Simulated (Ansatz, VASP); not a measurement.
# Li2ClF: VASP beside Ansatz

```
CELL_PARAMETERS angstrom
1.61668 0.93339 5.26376
-1.61668 0.93339 5.26376
0.00000 -1.86678 5.26376
ATOMIC_POSITIONS crystal
F 0.00000 0.00000 0.00000
Cl 0.50000 0.50000 0.50000
Li 0.26367 0.26367 0.26367
Li 0.73633 0.73633 0.73633
```

Change from the starting cell: biaxial_xy strain -1.7%.

Alike in both runs: task single point; functional PBE; k mesh 10 × 10 × 10; occupations fermi-dirac, width 0.02 eV; no spin polarisation.

|  | VASP | Ansatz |
| --- | --- | --- |
| version | VASP 6.6.1 | Ansatz 0.2.0 |
| potentials or method | VASP PAW PBE potentials, release 64 (F, Cl, Li_sv) | plane waves, PAW |
| plane-wave cutoff (eV) | 520 | 420 |
| valence electrons in the cell | 20 | 20 |

```tsv
	VASP	Ansatz	Ansatz less VASP
gap on the k mesh at the Fermi level (eV)	4.82	4.81	-0.013
rms of the force components (eV/Å)	0.009	0.009	+0.0007
```

Atom by atom the forces differ by 0.001 eV/Å (rms over components).

Noted on VASP's run: the cutoff is short for stress, so the pressure is rough.
